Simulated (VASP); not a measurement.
# Si (Fd-3m) in VASP: single point with PBE0

Aim: the single point of Si with PBE0.

All numbers are computed with VASP 6.6.1; they aren't measurements. Logs are shortened: lines on timing, memory, paths and dates and some standing lists are left out, and cuts for length are marked.

**1. The cell of the first run**

It takes space group Fd-3m (No. 227, cubic). Conventional cell: a = 5.444 Å, b = 5.444 Å, c = 5.444 Å, α = 90.00°, β = 90.00°, γ = 90.00°. Within 3.1 Å of Si (site symmetry -43m) lie 4 Si at 2.36 Å.

**2. Single point, PBE0**

POSCAR

```
Si
1.0
    0.0000000000      2.7221197381      2.7221197381
    2.7221197381      0.0000000000      2.7221197381
    2.7221197381      2.7221197381      0.0000000000
Si
2
Direct
    0.2500000000      0.2500000000      0.2500000000
    0.0000000000      0.0000000000      0.0000000000
```

INCAR.step1

```
SYSTEM = Si
PREC     = Accurate       ! precision mode
ENCUT    = 520            ! plane-wave cutoff, eV
EDIFF    = 1E-5           ! SCF threshold, eV
ISMEAR   = 0              ! smearing method
SIGMA    = 0.01           ! smearing width, eV
LREAL    = .FALSE.        ! projectors in reciprocal space
LASPH    = .TRUE.         ! aspherical terms in the spheres
NELM     = 100            ! most SCF steps
ALGO     = Normal         ! electronic algorithm
ISIF     = 2              ! what is computed and relaxed
LWAVE    = .TRUE.         ! write WAVECAR
NBANDS   = 11             ! bands
GGA      = PE             ! functional
```

INCAR.step2

```
SYSTEM = Si
PREC     = Accurate       ! precision mode
ENCUT    = 520            ! plane-wave cutoff, eV
EDIFF    = 1E-7           ! SCF threshold, eV
ISMEAR   = 0              ! smearing method
SIGMA    = 0.01           ! smearing width, eV
LREAL    = .FALSE.        ! projectors in reciprocal space
LASPH    = .TRUE.         ! aspherical terms in the spheres
NELM     = 100            ! most SCF steps
ALGO     = Normal         ! electronic algorithm
ISIF     = 2              ! what is computed and relaxed
LWAVE    = .FALSE.        ! write WAVECAR
LCHARG   = .TRUE.         ! write CHGCAR
GGA      = PE             ! functional
LHFCALC  = .TRUE.         ! exact exchange
AEXX     = 0.25           ! exact-exchange fraction
PRECFOCK = Normal       
LELF     = .TRUE.         ! ELF
LVHAR    = .TRUE.       
NBANDS   = 11             ! bands
ISTART   = 1
```

KPOINTS

```
regular mesh
0
G
  6 6 6
  0 0 0
```

Potentials or basis: VASP PAW PBE potentials, release 64 (Si).

Command:

```console
> cat potpaw_PBE.64/Si/POTCAR > POTCAR
> cp INCAR.step1 INCAR
> mpirun -np 1 vasp_std > vasp.out
> cp INCAR.step2 INCAR
> mpirun -np 1 vasp_std > vasp.out
```

OUTCAR:

```text
SYSTEM = Si
   PREC = Accurate
   ENCUT = 520
   EDIFF = 1E-7
   ISMEAR = 0
   LREAL = .FALSE.
   LASPH = .TRUE.
   NELM = 100
   ISIF = 2
   GGA = PE
   LHFCALC = .TRUE.
   AEXX = 0.25
   PRECFOCK = Normal
   ISTART = 1

 ion  position               nearest neighbor table
   1  0.250  0.250  0.250-   2 2.36   2 2.36   2 2.36   2 2.36
   2  0.000  0.000  0.000-   1 2.36   1 2.36   1 2.36   1 2.36

  LATTYP: Found a face centered cubic cell.
 ALAT       =     5.4442394762

  Lattice vectors:

 A1 = (   0.0000000000,   2.7221197381,   2.7221197381)
 A2 = (   2.7221197381,   0.0000000000,   2.7221197381)
 A3 = (   2.7221197381,   2.7221197381,   0.0000000000)

Analysis of symmetry for initial positions (statically):
=====================================================================
 Subroutine PRICEL returns:
 Original cell was already a primitive cell.

 Routine SETGRP: Setting up the symmetry group for a
 face centered cubic supercell.

 Subroutine GETGRP returns: Found 48 space group operations
 (whereof 24 operations were pure point group operations)
 out of a pool of 48 trial point group operations.

The static configuration has the point symmetry T_d .
 The point group associated with its full space group is O_h .

Analysis of symmetry for dynamics (positions and initial velocities):
=====================================================================
 Subroutine PRICEL returns:
 Original cell was already a primitive cell.

 Routine SETGRP: Setting up the symmetry group for a
 face centered cubic supercell.

 Subroutine GETGRP returns: Found 48 space group operations
 (whereof 24 operations were pure point group operations)
 out of a pool of 48 trial point group operations.

The dynamic configuration has the point symmetry T_d .
 The point group associated with its full space group is O_h .

 Subroutine INISYM returns: Found 48 space group operations
 (whereof 24 operations are pure point group operations),
 and found     1 'primitive' translations

----------------------------------------------------------------------------------------

                                     Primitive cell

  volume of cell :      40.3415

  direct lattice vectors                    reciprocal lattice vectors
     0.000000000  2.722119738  2.722119738    -0.183680384  0.183680384  0.183680384
     2.722119738  0.000000000  2.722119738     0.183680384 -0.183680384  0.183680384
     2.722119738  2.722119738  0.000000000     0.183680384  0.183680384 -0.183680384

  length of vectors
     3.849658652  3.849658652  3.849658652     0.318143758  0.318143758  0.318143758

  position of ions in fractional coordinates (direct lattice)
     0.250000000  0.250000000  0.250000000
     0.000000000  0.000000000  0.000000000

  ion indices of the primitive-cell ions
   primitive index   ion index
                 1           1
                 2           2

----------------------------------------------------------------------------------------

 KPOINTS: regular mesh

Automatic generation of k-mesh.
 Grid dimensions read from file:
 generate k-points for:    6    6    6

 Generating k-lattice:

  Cartesian coordinates                     Fractional coordinates (reciprocal lattice)
    -0.030613397  0.030613397  0.030613397     0.166666667  0.000000000  0.000000000
     0.030613397 -0.030613397  0.030613397     0.000000000  0.166666667  0.000000000
     0.030613397  0.030613397 -0.030613397     0.000000000  0.000000000  0.166666667

  Length of vectors
     0.053023960  0.053023960  0.053023960

  Shift w.r.t. Gamma in fractional coordinates (k-lattice)
     0.000000000  0.000000000  0.000000000

 Subroutine IBZKPT returns following result:
 ===========================================

 Found     16 irreducible k-points:

 Following reciprocal coordinates:
            Coordinates               Weight
  0.000000  0.000000  0.000000      1.000000
  0.166667  0.000000  0.000000      8.000000
  0.333333  0.000000  0.000000      8.000000
  0.500000  0.000000  0.000000      4.000000
  0.166667  0.166667  0.000000      6.000000
  0.333333  0.166667  0.000000     24.000000
[... 8 lines left out ...]
 -0.333333  0.333333  0.166667     24.000000
 -0.333333  0.500000  0.166667     12.000000
   k-points           NKPTS =     16   k-points in BZ     NKDIM =    216   number of bands    NBANDS=     11
   number of dos      NEDOS =    301   number of ions     NIONS =      2
   total plane-waves  NPLWV =  27000
   dimension x,y,z NGX =    30 NGY =   30 NGZ =   30
   dimension x,y,z NGXF=    60 NGYF=   60 NGZF=   60
   ions per type =               2
   NGX,Y,Z   is equivalent  to a cutoff of  12.96, 12.96, 12.96 a.u.
   NGXF,Y,Z  is equivalent  to a cutoff of  25.91, 25.91, 25.91 a.u.
 SYSTEM =  Si
   PREC   = accura    normal or accurate (medium, high low for compatibility)
   ISTART =      1    job   : 0-new  1-cont  2-samecut
   ICHARG =      0    charge: 1-file 2-atom 10-const
   ISPIN  =      1    spin polarized calculation?
   LNONCOLLINEAR =      F non collinear calculations
   LSORBIT =      F    spin-orbit coupling
   LASPH  =      T    aspherical Exc in radial PAW
   ENCUT  =  520.0 eV  38.22 Ry    6.18 a.u.   7.16  7.16  7.16*2*pi/ulx,y,z
   NELM   =    100;   NELMIN=  2; NELMDL=  0     # of ELM steps
   EDIFF  = 0.1E-06   stopping-criterion for ELM
   LREAL  =      F    real-space projection
   EDIFFG = 0.1E-05   stopping-criterion for IOM
   NSW    =      0    number of steps for IOM
   IBRION =     -1    ionic relax: 0-MD 1-quasi-New 2-CG
   NFREE  =      0    steps in history (QN), initial steepest desc. (CG)
   ISIF   =      2    stress and relaxation
   ISYM   =      3    0-nonsym 1-usesym 2-fastsym
   POTIM  = 0.5000    time-step for ionic-motion
   TEBEG  =    0.0;   TEEND  =   0.0 temperature during run
   PSTRESS=    0.0 pullay stress
   NELECT =       8.0000    total number of electrons
   NUPDOWN=      -1.0000    fix difference up-down
   EMIN   =  10.00;   EMAX   =-10.00  energy-range for DOS
   EFERMI =   0.00;   METHOD = LEGACY
   ISMEAR =     0;   SIGMA  =   0.01  broadening in eV -4-tet -1-fermi 0-gaus
   EFERMI_NEDOS =   21; number of points for ismear=-14 and -15
   IALGO  =     38    algorithm
   IMIX   =      1    mixing-type and parameters
     AMIX     =   0.40;   BMIX     =  1.00
     AMIX_MAG =   1.60;   BMIX_MAG =  1.00
  volume/ion in A,a.u.               =      20.17       136.12
  Fermi-wavevector in a.u.,A,eV,Ry     =   0.954672  1.804069 12.400336  0.911399
  Thomas-Fermi vector in A             =   2.083440
   LORBIT       =      0    0 simple, 1 ext, 2 COOP (PROOUT), +10 PAW based schemes
   GGA     = PE    functional components
   LHFCALC =     T    Hartree Fock is set to
   PRECFOCK=normal    Normal, Fast or Accurate (Low or Medium for compatibility)
   ENCUT4O =  -1.0   cutoff for four orbital integrals eV
   NKREDX  =     1    reduce k-point grid by
   NKREDY  =     1    reduce k-point grid by
   NKREDZ  =     1    reduce k-point grid by
   AEXX    =    0.2500 exact exchange contribution
   HFSCREEN=    0.0000 screening length (either q_TF or 0.3 A-1)
   HFSCREENC=   0.0000 screening length for correlation (either q_TF or 0.3 A-1)
   ENCUTFOCK=  -1.0 apply spherical cutoff to Coloumb kernel
   IVDW    =     0    specifies the selected vdW correction
   LEPSILON=     F    determine dielectric tensor
   LRPA    =     F    only Hartree local field effects (RPA)
 non-spin polarized calculation
 Gauss-broadening in eV      SIGMA  =   0.01
  energy-cutoff  :      520.00
  volume of cell :       40.34
 maximum number of plane-waves:      1106
 NGX is ok and might be reduce to    30
  NGX = 24; NGY = 24; NGZ = 24

 number of electron       8.0000001 magnetization

 Free energy of the ion-electron system (eV)
  ---------------------------------------------------
  ext. energy  EPLUGINS =         0.00000000
  ---------------------------------------------------
  free energy    TOTEN  =       -13.56409524 eV

  energy without entropy =      -13.56409524  energy(sigma->0) =      -13.56409524

 E-fermi :   5.1218     XC(G=0):  -7.4321

 val. band max:        5.0563408793   @ k =   0.0000   0.0000   0.0000
 cond. band min:       7.0415290999   @ k =   0.5000   0.5000   0.0000
 fundamental gap:      1.9851882207
 Fermi energy:         5.1218488021

 k-point     1 :       0.0000    0.0000    0.0000
  band No.  band energies     occupation
      1      -8.2743      2.00000
      2       5.0563      2.00000
      3       5.0563      2.00000
      4       5.0563      2.00000
      5       9.0643      0.00000
      6       9.0643      0.00000
      7       9.0643      0.00000
      8       9.9805      0.00000
      9      14.5240      0.00000
     10      14.5665      0.00000
     11      14.5665      0.00000

 k-point     2 :       0.1667    0.0000    0.0000
  band No.  band energies     occupation
      1      -7.8761      2.00000
      2       2.4644      2.00000
      3       4.5804      2.00000
      4       4.5804      2.00000
      5       8.8281      0.00000
      6       9.7591      0.00000
      7       9.7591      0.00000
      8      12.1549      0.00000
      9      13.8628      0.00000
     10      13.8628      0.00000
     11      15.7505      0.00000

 k-point     3 :       0.3333    0.0000    0.0000
  band No.  band energies     occupation
      1      -6.7539      2.00000
      2      -0.8759      2.00000
      3       3.9600      2.00000
      4       3.9600      2.00000
      5       8.1919      0.00000
      6      10.0842      0.00000
      7      10.0842      0.00000
      8      14.6081      0.00000
      9      14.8394      0.00000
     10      14.8394      0.00000
     11      15.8956      0.00000
[... 155 lines left out ...]
 k-point    15 :      -0.3333    0.3333    0.1667
  band No.  band energies     occupation
      1      -4.6478      2.00000
      2      -2.5812      2.00000
      3       0.6490      2.00000
      4       2.0452      2.00000
      5       9.8454      0.00000
      6      10.1295      0.00000
      7      12.8242      0.00000
      8      13.3438      0.00000
      9      14.4409      0.00000
     10      18.1731      0.00000
     11      19.0103      0.00000

 k-point    16 :      -0.3333    0.5000    0.1667
  band No.  band energies     occupation
      1      -3.5422      2.00000
      2      -3.5422      2.00000
      3       1.0610      2.00000
      4       1.0610      2.00000
      5       9.2192      0.00000
      6       9.2192      0.00000
      7      13.5803      0.00000
      8      13.5803      0.00000
      9      17.6524      0.00000
     10      17.6524      0.00000
     11      20.0622      0.00000

------------------------ aborting loop because EDIFF is reached ----------------------------------------

  FORCE on cell =-STRESS in cart. coord.  units (eV):
  Direction    XX          YY          ZZ          XY          YZ          ZX
  --------------------------------------------------------------------------------------
  -------------------------------------------------------------------------------------
  Total       -0.1804074     -0.1804074     -0.1804074      0.0000000      0.0000000      0.0000000
  in kB       -7.1649496     -7.1649496     -7.1649496      0.0000000      0.0000000      0.0000000
  external PRESSURE =      -7.1649496 kB  Pullay stress =       0.0000000 kB

 VOLUME and BASIS-vectors are now :
 -----------------------------------------------------------------------------
  energy-cutoff  :      520.00
  volume of cell :       40.34
      direct lattice vectors                 reciprocal lattice vectors
     0.000000000  2.722119738  2.722119738    -0.183680384  0.183680384  0.183680384
     2.722119738  0.000000000  2.722119738     0.183680384 -0.183680384  0.183680384
     2.722119738  2.722119738  0.000000000     0.183680384  0.183680384 -0.183680384

 POSITION                                       TOTAL-FORCE (eV/Angst)
 -----------------------------------------------------------------------------------
      1.36106      1.36106      1.36106         0.000000      0.000000     -0.000000
      0.00000      0.00000      0.00000        -0.000000     -0.000000      0.000000
 -----------------------------------------------------------------------------------
    total drift:                                0.000000     -0.000000      0.000000

  FREE ENERGIE OF THE ION-ELECTRON SYSTEM (eV)
  ---------------------------------------------------
  free  energy   TOTEN  =       -13.5640952437 eV

  energy  without entropy=      -13.5640952437  energy(sigma->0) =      -13.56409524
```

It took 17 min on 1 thread of AMD EPYC 7R13 (Zen 3), shared host; peak memory 0.15 GiB.

Results:

- Free energy: -13.5641 eV
- Pressure: -0.7 GPa
- Band gap on the k mesh: 1.99 eV, indirect (least direct gap 4.01 eV)

Caveat: the PAW data sets were made with another functional, which shifts forces and pressure a little. A k mesh can miss the band edges.
